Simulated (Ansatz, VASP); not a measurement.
## Two plane-wave programs on KMgF3

```
K Mg F
1.0
     3.86126    0.00000    0.00000
     0.00000    3.86126    0.00000
     0.00000    0.00000    4.24738
K Mg F
1 1 3
Direct
  0.50000 0.50000 0.50000
  0.00000 0.00000 0.00000
  0.50000 0.00000 0.00000
  0.00000 0.50000 0.00000
  0.00000 0.00000 0.50000
```

Alike in both runs: task single point; functional PBEsol; k mesh 6 × 6 × 6; occupations gaussian, width 0.05 eV; no spin polarisation.

|  | VASP | Ansatz |
| --- | --- | --- |
| version | VASP 6.6.1 | Ansatz 0.2.0 |
| potentials or method | VASP PAW PBE potentials, release 64 (K_sv, Mg, F), cutoff 520 eV | scalar-relativistic, plane waves, PAW |
| valence electrons in the cell | 32 | 40 |

Ansatz gave:

| Item | Value |
| --- | --- |
| gap on the k mesh at the Fermi level (eV) | 7.06 |
| least direct gap on the mesh (eV) | 7.42 |
| pressure (GPa) | 1.3 |
| traceless stress, the component that is largest in VASP (GPa) | -5.73 |

Task: Which values does VASP return?

Result: gap on the k mesh at the Fermi level (eV): 7.04; least direct gap on the mesh (eV): 7.40; pressure (GPa): 1.0; traceless stress, the component that is largest in VASP (GPa): -5.73.

VASP's potentials were made for PBE, not for PBEsol. VASP's potentials hold 32 valence electrons a cell and Ansatz's 40, so a difference there can come from the potentials and not from the codes.
